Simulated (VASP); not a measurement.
A run of VASP 6.6.1 is set up as follows.

The input INCAR:

```
SYSTEM = HfO2
  ALGO = Normal
  EDIFF = 1E-7
  ENCUT = 520
  GGA = PE
  ISIF = 2
  ISMEAR = -1
  ISYM = 0
  LASPH = .TRUE.
  LCHARG = .FALSE.
  LREAL = Auto
  LWAVE = .FALSE.
  NBANDS = 68
  NELM = 60
  PREC = Accurate
  SIGMA = 0.2585
```

The input KPOINTS:

```
k-points
0
G
  1 1 1
  0 0 0
```

Contents of POSCAR:

```
HfO2
1.0
    5.8586830000      0.1288100000     -0.1763910000
    0.1288100000      5.4147420000     -0.0179830000
   -0.1763910000     -0.0179830000      5.7582330000
Hf O
5 10
Direct
   -0.1182500581      0.6181714781      1.0784227265
    0.0492896465      0.1442850584      0.4111307980
    0.4945149511      0.3947628553      0.7144794257
    0.3292859423      0.9921346727      1.0044266417
    0.6509774636      0.8467576609      0.5330966650
    0.1723694286      0.3719601458      0.1050508681
    0.1904905434      0.1982596613      0.7355280901
    0.3548926044      0.9823136170      0.3707677003
    0.7860232516      0.5925392385      0.7628736212
    0.0519065604      1.0053872310      1.1118028271
    0.5955294271      0.2219496776      0.9713277237
    0.6027349487      0.6181103470      0.2665486962
    0.7498964969      0.2066123645      0.5939395824
    0.9903461983      0.7756457270      0.4217866129
    0.3811609312      0.7531388809      0.7690635399
```

Potentials or basis: VASP PAW PBE potentials, release 64 (Hf_pv, O).

Command:

```sh
$ cat potpaw_PBE.64/Hf_pv/POTCAR potpaw_PBE.64/O/POTCAR > POTCAR
$ mpirun -np 1 vasp_gam > vasp.out
```

Task: Predict the pressure.

Result: 25.8 GPa.

Task: Predict the band gap on the k mesh.

Result: 2.61 eV.

Task: Estimate the largest force.

Result: 10.913 eV/Å.

Forces in eV/Å, atoms in the order of the input:
```
Hf   3.873  0.038  3.693
Hf   0.746  0.871  2.648
Hf  -3.084 -0.174 -0.865
Hf   4.424  2.193  0.318
Hf   0.504  0.696 -0.899
O   -2.892  3.705  3.362
O    1.637  0.890 -2.206
O    3.269  1.178  0.679
O    0.334  1.422 -0.928
O   -8.687 -5.010 -4.305
O    0.253 -1.092  3.028
O    0.848 -0.348 -0.815
O    0.673 -2.985 -3.643
O   -3.071  0.699  1.499
O    1.173 -2.084 -1.567
```

Caveat: the k points lie up to 1.16 Å⁻¹ apart; spin-orbit coupling is left out, which moves the levels of the heavy elements.
